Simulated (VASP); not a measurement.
# In3O (P6/mmm) in VASP: a series of runs

The runs below take In3O through single point, relaxation of cell and atoms, with PBE.

All numbers are computed with VASP 6.6.1; they aren't measurements. Logs are shortened: lines on timing, memory, paths and dates and some standing lists are left out, and cuts for length are marked.

### 1 The cell of the first run

Symmetry: P6/mmm, No. 191, hexagonal system. Conventional cell: a = 5.318 Å, b = 5.318 Å, c = 4.273 Å, α = 90.00°, β = 90.00°, γ = 120.00°. In (site symmetry -6m2) has 3 O at 3.07 Å and 9 In at 3.07 to 3.74 Å within 4.0 Å. Within 2.8 Å of In (site symmetry 6/mmm) lie 2 O at 2.14 Å. Within 2.8 Å of O (site symmetry 6/mmm) lie 2 In at 2.14 Å.

### 2 Single point, PBE

The input, INCAR:

```
ALGO     = Normal         # electronic algorithm
EDIFF    = 1E-6           # SCF threshold, eV
ENCUT    = 520            # plane-wave cutoff, eV
GGA      = PE             # functional
ISIF     = 2              # what is computed and relaxed
ISMEAR   = 0              # smearing method
LASPH    = True           # aspherical terms in the spheres
LCHARG   = True           # write CHGCAR
LELF     = True           # ELF
LREAL    = False          # projectors in reciprocal space
LVHAR    = True         
LWAVE    = False          # write WAVECAR
NBANDS   = 30             # bands
NELM     = 100            # most SCF steps
PREC     = Accurate       # precision mode
SIGMA    = 0.1            # smearing width, eV
```

The input, KPOINTS:

```
k-points
0
Gamma
  12 12 10
```

The input, POSCAR:

```
In3O
1.0
    5.3183354017      0.0000000000      0.0000000000
   -2.6591677008      4.6058135637      0.0000000000
    0.0000000000      0.0000000000      4.2734240616
In O
3 1
Direct
    0.3333333333      0.6666666667      0.0000000000
    0.6666666667      0.3333333333      0.0000000000
    0.0000000000      0.0000000000      0.5000000000
    0.0000000000      0.0000000000      0.0000000000
```

Potentials or basis: VASP PAW PBE potentials, release 64 (In_d, O).

Started as:

```
$ cat potpaw_PBE.64/In_d/POTCAR potpaw_PBE.64/O/POTCAR > POTCAR
$ mpirun -np 1 vasp_std > vasp.out
```

OUTCAR:

```text
EDIFF = 1E-6
   ENCUT = 520
   GGA = PE
   ISIF = 2
   ISMEAR = 0
   LASPH = True
   LREAL = False
   NELM = 100
   PREC = Accurate

 ion  position               nearest neighbor table
   1  0.333  0.667  0.000-   2 3.07   2 3.07   2 3.07   3 3.74   3 3.74   3 3.74   3 3.74   3 3.74
                             3 3.74
   2  0.667  0.333  0.000-   1 3.07   1 3.07   1 3.07   3 3.74   3 3.74   3 3.74   3 3.74   3 3.74
                             3 3.74
   3  0.000  0.000  0.500-   4 2.14   4 2.14   1 3.74   1 3.74   2 3.74   2 3.74   1 3.74   1 3.74
                             2 3.74   2 3.74   2 3.74   2 3.74   1 3.74   1 3.74
   4  0.000  0.000  0.000-   3 2.14   3 2.14

  LATTYP: Found a hexagonal cell.
 ALAT       =     5.3183354017
 C/A-ratio  =     0.8035266185

  Lattice vectors:

 A1 = (   5.3183354017,   0.0000000000,   0.0000000000)
 A2 = (  -2.6591677008,   4.6058135637,   0.0000000000)
 A3 = (   0.0000000000,   0.0000000000,   4.2734240616)

Analysis of symmetry for initial positions (statically):
=====================================================================
 Subroutine PRICEL returns:
 Original cell was already a primitive cell.

 Routine SETGRP: Setting up the symmetry group for a
 hexagonal supercell.

 Subroutine GETGRP returns: Found 24 space group operations
 (whereof 24 operations were pure point group operations)
 out of a pool of 24 trial point group operations.

The static configuration has the point symmetry D_6h.

Analysis of symmetry for dynamics (positions and initial velocities):
=====================================================================
 Subroutine PRICEL returns:
 Original cell was already a primitive cell.

 Routine SETGRP: Setting up the symmetry group for a
 hexagonal supercell.

 Subroutine GETGRP returns: Found 24 space group operations
 (whereof 24 operations were pure point group operations)
 out of a pool of 24 trial point group operations.

The dynamic configuration has the point symmetry D_6h.

 Subroutine INISYM returns: Found 24 space group operations
 (whereof 24 operations are pure point group operations),
 and found     1 'primitive' translations

----------------------------------------------------------------------------------------

                                     Primitive cell

  volume of cell :     104.6786

  direct lattice vectors                    reciprocal lattice vectors
     5.318335402  0.000000000  0.000000000     0.188028758  0.108558454  0.000000000
    -2.659167701  4.605813564  0.000000000     0.000000000  0.217116908  0.000000000
     0.000000000  0.000000000  4.273424062     0.000000000  0.000000000  0.234004392

  length of vectors
     5.318335402  5.318335402  4.273424062     0.217116908  0.217116908  0.234004392

  position of ions in fractional coordinates (direct lattice)
     0.333333333  0.666666667  0.000000000
     0.666666667  0.333333333  0.000000000
     0.000000000  0.000000000  0.500000000
     0.000000000  0.000000000  0.000000000

  ion indices of the primitive-cell ions
   primitive index   ion index
                 1           1
                 2           2
                 3           3
                 4           4

----------------------------------------------------------------------------------------

 KPOINTS: k-points

Automatic generation of k-mesh.
 Grid dimensions read from file:
 generate k-points for:   12   12   10

 Generating k-lattice:

  Cartesian coordinates                     Fractional coordinates (reciprocal lattice)
     0.015669063  0.009046538  0.000000000     0.083333333  0.000000000  0.000000000
     0.000000000  0.018093076  0.000000000     0.000000000  0.083333333  0.000000000
     0.000000000  0.000000000  0.023400439     0.000000000  0.000000000  0.100000000

  Length of vectors
     0.018093076  0.018093076  0.023400439

  Shift w.r.t. Gamma in fractional coordinates (k-lattice)
     0.000000000  0.000000000  0.000000000

 Subroutine IBZKPT returns following result:
 ===========================================

 Found    114 irreducible k-points:

 Following reciprocal coordinates:
            Coordinates               Weight
  0.000000  0.000000  0.000000      1.000000
  0.083333  0.000000  0.000000      6.000000
  0.166667 -0.000000  0.000000      6.000000
  0.250000 -0.000000  0.000000      6.000000
  0.333333  0.000000  0.000000      6.000000
  0.416667 -0.000000  0.000000      6.000000
[... 16 lines left out ...]
  0.250000 -0.000000  0.100000     12.000000
  0.333333  0.000000  0.100000     12.000000
 [... further k-points ...]
   k-points           NKPTS =    114   k-points in BZ     NKDIM =    114   number of bands    NBANDS=     30
   number of dos      NEDOS =    301   number of ions     NIONS =      4
   total plane-waves  NPLWV =  51200
   dimension x,y,z NGX =    40 NGY =   40 NGZ =   32
   dimension x,y,z NGXF=    80 NGYF=   80 NGZF=   64
   ions per type =               3   1
   NGX,Y,Z   is equivalent  to a cutoff of  12.50, 12.50, 12.45 a.u.
   NGXF,Y,Z  is equivalent  to a cutoff of  25.01, 25.01, 24.90 a.u.
 SYSTEM =  unknown system
   PREC   = accura    normal or accurate (medium, high low for compatibility)
   ISTART =      0    job   : 0-new  1-cont  2-samecut
   ICHARG =      2    charge: 1-file 2-atom 10-const
   ISPIN  =      1    spin polarized calculation?
   LNONCOLLINEAR =      F non collinear calculations
   LSORBIT =      F    spin-orbit coupling
   LASPH  =      T    aspherical Exc in radial PAW
   ENCUT  =  520.0 eV  38.22 Ry    6.18 a.u.   9.89  9.89  7.95*2*pi/ulx,y,z
   NELM   =    100;   NELMIN=  2; NELMDL= -5     # of ELM steps
   EDIFF  = 0.1E-05   stopping-criterion for ELM
   LREAL  =      F    real-space projection
   EDIFFG = 0.1E-04   stopping-criterion for IOM
   NSW    =      0    number of steps for IOM
   IBRION =     -1    ionic relax: 0-MD 1-quasi-New 2-CG
   NFREE  =      0    steps in history (QN), initial steepest desc. (CG)
   ISIF   =      2    stress and relaxation
   ISYM   =      2    0-nonsym 1-usesym 2-fastsym
   POTIM  = 0.5000    time-step for ionic-motion
   TEBEG  =    0.0;   TEEND  =   0.0 temperature during run
   PSTRESS=    0.0 pullay stress
   NELECT =      45.0000    total number of electrons
   NUPDOWN=      -1.0000    fix difference up-down
   EMIN   =  10.00;   EMAX   =-10.00  energy-range for DOS
   EFERMI =   0.00;   METHOD = LEGACY
   ISMEAR =     0;   SIGMA  =   0.10  broadening in eV -4-tet -1-fermi 0-gaus
   EFERMI_NEDOS =   21; number of points for ismear=-14 and -15
   IALGO  =     38    algorithm
   IMIX   =      4    mixing-type and parameters
     AMIX     =   0.40;   BMIX     =  1.00
     AMIX_MAG =   1.60;   BMIX_MAG =  1.00
  volume/ion in A,a.u.               =      26.17       176.60
  Fermi-wavevector in a.u.,A,eV,Ry     =   1.235548  2.334847 20.770369  1.526579
  Thomas-Fermi vector in A             =   2.370193
   LORBIT       =      0    0 simple, 1 ext, 2 COOP (PROOUT), +10 PAW based schemes
   GGA     = PE    functional components
   LHFCALC =     F    Hartree Fock is set to
   AEXX    =    0.0000 exact exchange contribution
   IVDW    =     0    specifies the selected vdW correction
   LEPSILON=     F    determine dielectric tensor
   LRPA    =     F    only Hartree local field effects (RPA)
 non-spin polarized calculation
 Gauss-broadening in eV      SIGMA  =   0.10
  energy-cutoff  :      520.00
  volume of cell :      104.68
 maximum number of plane-waves:      2847
 NGX is ok and might be reduce to    40
   NGX = 19   NGY = 19   NGZ = 15

 number of electron      45.0000011 magnetization

 Free energy of the ion-electron system (eV)
  ---------------------------------------------------
  ext. energy  EPLUGINS =         0.00000000
  ---------------------------------------------------
  free energy    TOTEN  =       -13.08709415 eV

  energy without entropy =      -13.07268716  energy(sigma->0) =      -13.07989066

 E-fermi :   5.3516     XC(G=0):  -9.3414

 val. band max:        5.3483044023   @ k =   0.1667   0.0833   0.0000
 cond. band min:       5.3648277211   @ k =   0.1667   0.0833   0.1000
 fundamental gap:      0.0165233189
 Fermi energy:         5.3515857838

 k-point     1 :       0.0000    0.0000    0.0000
  band No.  band energies     occupation
      1     -13.2273      2.00000
      2      -9.4750      2.00000
      3      -9.4719      2.00000
      4      -9.4719      2.00000
      5      -9.4133      2.00000
      6      -9.4133      2.00000
[... 22 lines left out ...]
     29      11.6301      0.00000
     30      13.6991      0.00000

 k-point     2 :       0.0833    0.0000    0.0000
  band No.  band energies     occupation
      1     -13.2266      2.00000
      2      -9.4868      2.00000
      3      -9.4839      2.00000
      4      -9.4735      2.00000
      5      -9.4162      2.00000
      6      -9.4135      2.00000
[... 22 lines left out ...]
     29      11.4835      0.00000
     30      13.2501      0.00000

 k-point     3 :       0.1667   -0.0000    0.0000
  band No.  band energies     occupation
      1     -13.2247      2.00000
      2      -9.5151      2.00000
      3      -9.5100      2.00000
      4      -9.4728      2.00000
      5      -9.4236      2.00000
      6      -9.4126      2.00000
[... 22 lines left out ...]
     29      11.8369      0.00000
     30      12.4166      0.00000

 k-point     4 :       0.2500   -0.0000    0.0000
  band No.  band energies     occupation
      1     -13.2222      2.00000
      2      -9.5428      2.00000
      3      -9.5373      2.00000
      4      -9.4718      2.00000
      5      -9.4324      2.00000
      6      -9.4082      2.00000
[... 616 lines left out ...]
     29      12.0870      0.00000
     30      12.2794      0.00000

 k-point    23 :       0.2500   -0.0000    0.1000
  band No.  band energies     occupation
      1     -13.1753      2.00000
      2      -9.5429      2.00000
      3      -9.5380      2.00000
      4      -9.4700      2.00000
      5      -9.4352      2.00000
      6      -9.4111      2.00000
[... 22 lines left out ...]
     29      11.5100      0.00000
     30      11.9961      0.00000

 k-point    24 :       0.3333    0.0000    0.1000
  band No.  band energies     occupation
      1     -13.1729      2.00000
      2      -9.5629      2.00000
      3      -9.5602      2.00000
      4      -9.4694      2.00000
      5      -9.4415      2.00000
      6      -9.4010      2.00000
[... 22 lines left out ...]
     29      11.0249      0.00000
     30      11.6543      0.00000

 [... further k-points ...]

------------------------ aborting loop because EDIFF is reached ----------------------------------------

  FORCE on cell =-STRESS in cart. coord.  units (eV):
  Direction    XX          YY          ZZ          XY          YZ          ZX
  --------------------------------------------------------------------------------------
  -------------------------------------------------------------------------------------
  Total       -0.0204823     -0.0204823      0.0940750     -0.0000000      0.0000000      0.0000000
  in kB       -0.3134954     -0.3134954      1.4398817     -0.0000000      0.0000000      0.0000000
  external PRESSURE =       0.2709636 kB  Pullay stress =       0.0000000 kB

 VOLUME and BASIS-vectors are now :
 -----------------------------------------------------------------------------
  energy-cutoff  :      520.00
  volume of cell :      104.68
      direct lattice vectors                 reciprocal lattice vectors
     5.318335402  0.000000000  0.000000000     0.188028758  0.108558454  0.000000000
    -2.659167701  4.605813564  0.000000000     0.000000000  0.217116908  0.000000000
     0.000000000  0.000000000  4.273424062     0.000000000  0.000000000  0.234004392

 POSITION                                       TOTAL-FORCE (eV/Angst)
 -----------------------------------------------------------------------------------
     -0.00000      3.07054      0.00000        -0.000000     -0.000000      0.000000
      2.65917      1.53527      0.00000         0.000000      0.000000      0.000000
      0.00000      0.00000      2.13671         0.000000      0.000000      0.000000
      0.00000      0.00000      0.00000         0.000000      0.000000      0.000000
 -----------------------------------------------------------------------------------
    total drift:                                0.000000     -0.000000      0.000000

  FREE ENERGIE OF THE ION-ELECTRON SYSTEM (eV)
  ---------------------------------------------------
  free  energy   TOTEN  =       -13.0870941545 eV

  energy  without entropy=      -13.0726871565  energy(sigma->0) =      -13.07989066
```

Wall time 2.2 min (1 thread of Intel Xeon 6975P-C (Granite Rapids), shared host); peak memory 0.41 GiB.

What came out:

```yaml
Free_energy: -13.0871 eV
Pressure: 0.0 GPa
```

Levels at points of the mesh, in eV from the Fermi level:
| k point | band 20 | band 21 | band 22 | band 23 | band 24 | band 25 |
| --- | --- | --- | --- | --- | --- | --- |
| (0.00, 0.00, 0.00) | -3.74 | -1.72 | -1.50 | -0.23 | -0.23 | 1.69 |
| (0.50, 0.00, 0.00) | -4.27 | -2.28 | -2.16 | 0.21 | 2.52 | 3.05 |
| (0.00, 0.00, 0.50) | -3.17 | -1.52 | -0.59 | 0.47 | 0.47 | 1.98 |
| (0.50, 0.00, 0.50) | -3.59 | -2.18 | -1.80 | -0.07 | 1.11 | 1.28 |

Caveat: spin-orbit coupling is left out, which moves the levels of the heavy elements; an odd number of electrons without spin polarisation forces a metal; a magnetic or distorted state may lie lower.

### 3 Relaxation of cell and atoms, PBE

This run uses another cell than the first one, of 25.88 Å³/atom, 0.989 times its volume.

The input, INCAR:

```
SYSTEM = In3O
PREC = Accurate
ENCUT = 600
EDIFF = 1E-6
ISMEAR = 0
SIGMA = 0.1
LREAL = .False.
LASPH = .True.
NELM = 100
ALGO = Normal
ISIF = 3
LWAVE = .False.
LCHARG = .False.
GGA = PE
IBRION = 2
NSW = 100
EDIFFG = -0.01
```

The input, KPOINTS:

```
regular mesh
0
Gamma
  12 12 10
  0 0 0
```

The input, POSCAR:

```
In3O
1.0
    5.2267381632      0.0000000000      0.0000000000
   -2.6133690816      4.5264880283      0.0000000000
    0.0000000000      0.0000000000      4.3761370944
In O
3 1
Direct
    0.3333333333      0.6666666667      0.0000000000
    0.6666666667      0.3333333333      0.0000000000
    0.0000000000      0.0000000000      0.5000000000
    0.0000000000      0.0000000000      0.0000000000
```

Potentials or basis: VASP PAW PBE potentials, release 64 (In_d, O).

Started as:

```
$ cat potpaw_PBE.64/In_d/POTCAR potpaw_PBE.64/O/POTCAR > POTCAR
$ mpirun -np 1 vasp_std > vasp.out
```

OUTCAR:

```text
SYSTEM = In3O
   PREC = Accurate
   ENCUT = 600
   EDIFF = 1E-6
   ISMEAR = 0
   LREAL = .False.
   LASPH = .True.
   NELM = 100
   ISIF = 3
   GGA = PE
   IBRION = 2
   NSW = 100
   EDIFFG = -0.01

 ion  position               nearest neighbor table
   1  0.333  0.667  0.000-   2 3.02   2 3.02   2 3.02   3 3.73   3 3.73   3 3.73   3 3.73   3 3.73
                             3 3.73
   2  0.667  0.333  0.000-   1 3.02   1 3.02   1 3.02   3 3.73   3 3.73   3 3.73   3 3.73   3 3.73
                             3 3.73
   3  0.000  0.000  0.500-   4 2.19   4 2.19   1 3.73   1 3.73   2 3.73   2 3.73   2 3.73   2 3.73
                             1 3.73   1 3.73   2 3.73   2 3.73   1 3.73   1 3.73
   4  0.000  0.000  0.000-   3 2.19   3 2.19

[... 341 lines left out ...]

 number of electron      44.9999988 magnetization

 Free energy of the ion-electron system (eV)
  ---------------------------------------------------
  ext. energy  EPLUGINS =         0.00000000
  ---------------------------------------------------
  free energy    TOTEN  =       -13.08828363 eV

  energy without entropy =      -13.07414170  energy(sigma->0) =      -13.08121267

 E-fermi :   5.3639     XC(G=0):  -9.3500

 val. band max:        5.3590103748   @ k =   0.4167   0.0000   0.2000
 cond. band min:       5.3758353040   @ k =   0.1667   0.0833   0.0000
 fundamental gap:      0.0168249292
 Fermi energy:         5.3638727249

 k-point     1 :       0.0000    0.0000    0.0000
  band No.  band energies     occupation
      1     -13.1779      2.00000
      2      -9.4663      2.00000
      3      -9.4647      2.00000
      4      -9.4647      2.00000
      5      -9.4049      2.00000
      6      -9.4049      2.00000
[... 709 lines left out ...]
     26       8.8771      0.00000
     27       8.9405      0.00000

 [... further k-points ...]
[... 5 lines left out ...]
  --------------------------------------------------------------------------------------
  -------------------------------------------------------------------------------------
  Total        0.0306949      0.0306949      0.0036569      0.0000000      0.0000000      0.0000000
  in kB        0.4707079      0.4707079      0.0560785      0.0000000      0.0000000      0.0000000
  external PRESSURE =       0.3324981 kB  Pullay stress =       0.0000000 kB
[... 19 lines left out ...]
  FREE ENERGIE OF THE ION-ELECTRON SYSTEM (eV)
  ---------------------------------------------------
  free  energy   TOTEN  =       -13.0882836332 eV

  energy  without entropy=      -13.0741416978  energy(sigma->0) =      -13.08121267

 reached required accuracy - stopping structural energy minimisation
```

Wall time 9.3 min (1 thread of Intel Xeon 6975P-C (Granite Rapids), shared host); peak memory 0.48 GiB.

What came out:

* Free energy: -13.0883 eV
* Relaxed volume: 26.12 Å³/atom
* Relaxed cell: a = 5.304 Å, b = 5.304 Å, c = 4.288 Å, α = 90.00°, β = 90.00°, γ = 120.00°
* Space group after relaxing (to 0.05 Å): P6/mmm (No. 191)
* Energy gained by relaxing: 2.6 meV/atom
* Ionic steps: 5
* Pressure after relaxing: 0.0 GPa

Step by step:
| step | energy change (eV) | largest force (eV/Å) | pressure (GPa) | volume (Å³) |
| --- | --- | --- | --- | --- |
| 1 | 0.0000 | 0.0000 | -0.04 | 103.53 |
| 2 | -0.0052 | 0.0000 | 0.11 | 103.42 |
| 3 | -0.0078 | 0.0000 | 0.59 | 103.11 |
| 4 | -0.0087 | 0.0000 | 0.41 | 103.22 |
| 5 | -0.0105 | 0.0000 | 0.03 | 104.48 |

Final structure:
```
In O
1.0
     5.30409    0.00000    0.00000
    -2.65204    4.59347    0.00000
     0.00000    0.00000    4.28818
In O
3 1
Direct
  0.33333 0.66667 0.00000
  0.66667 0.33333 0.00000
  0.00000 0.00000 0.50000
  0.00000 0.00000 0.00000
```

Caveat: spin-orbit coupling is left out, which moves the levels of the heavy elements; an odd number of electrons without spin polarisation forces a metal; a magnetic or distorted state may lie lower.

[end of part 1 of 2]
